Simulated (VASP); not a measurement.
Cr: relaxation of cell and atoms with LDA

Cr:

```xyz
3
Lattice="4.0771 0.0000 0.0000 -2.0385 3.5308 0.0000 0.0000 0.0000 2.4992" Properties=species:S:1:pos:R:3 pbc="T T T"
Cr    0.0000    0.0000    0.0000
Cr    0.0000    2.3539    1.2496
Cr    2.0385    1.1769    1.2496
```

```
Program                : VASP 6.6.1
Task                   : relaxation of cell and atoms
Functional             : LDA
Potentials or basis    : VASP PAW LDA potentials, release 64 (Cr_pv)
Cutoff                 : 600 eV
k mesh                 : 9 × 9 × 13
Occupations            : fermi-dirac, width 0.1 eV
Spin                   : no spin polarisation
Dipole correction      : no
Further INCAR settings : ALGO = Normal; EDIFF = 1e-07; IBRION = 2; EDIFFG = -0.01; NSW = 80; ISIF = 3
```

```
Relaxed volume                         : 11.10 Å³/atom
Relaxed cell                           : a = 4.151 Å, b = 4.151 Å, c = 2.231 Å, α = 90.00°, β = 90.00°, γ = 120.00°
Space group after relaxing (to 0.05 Å) : P6/mmm (No. 191)
Energy gained by relaxing              : 166.6 meV/atom
Ionic steps                            : 9
Pressure after relaxing                : 0.1 GPa
Band gap on the k mesh                 : zero (band 18 reaches 11.77 eV, above the bottom of band 19 at 10.89 eV)
```

Step by step:
```tsv
step	energy change (eV)	largest force (eV/Å)	pressure (GPa)	volume (Å³)
1	0.0000	0.0000	-16.92	35.98
2	-0.0640	0.0000	40.12	29.69
3	-0.3282	0.0000	8.29	32.37
4	-0.4342	0.0000	9.59	32.36
5	-0.4775	0.0000	8.12	32.39
6	-0.4565	0.0000	-10.04	34.63
7	-0.4998	0.0000	-0.07	33.31
8	-0.4998	0.0000	0.07	33.29
9	-0.4999	0.0000	0.07	33.29
```

Final structure:
```
CELL_PARAMETERS angstrom
4.15110 0.00000 0.00000
-2.07555 3.59496 0.00000
0.00000 0.00000 2.23100
ATOMIC_POSITIONS crystal
Cr 0.00000 0.00000 0.00000
Cr 0.33333 0.66667 0.50000
Cr 0.66667 0.33333 0.50000
```

Levels at points of the mesh, in eV from the Fermi level:
| k point | band 16 | band 17 | band 18 | band 19 | band 20 | band 21 |
| --- | --- | --- | --- | --- | --- | --- |
| (0.00, 0.00, 0.00) | -2.20 | -2.02 | -0.41 | -0.41 | 1.42 | 1.42 |

Run time: 11 min on 1 thread of AMD EPYC 7R43 64-Core Processor (Zen 3), with other jobs on the host, peak memory 0.17 GiB.

Caveat: the run has no spin polarisation, though such a crystal can be magnetic. Spin polarisation is off, so any magnetic state and its effect on volume and gap are missing.
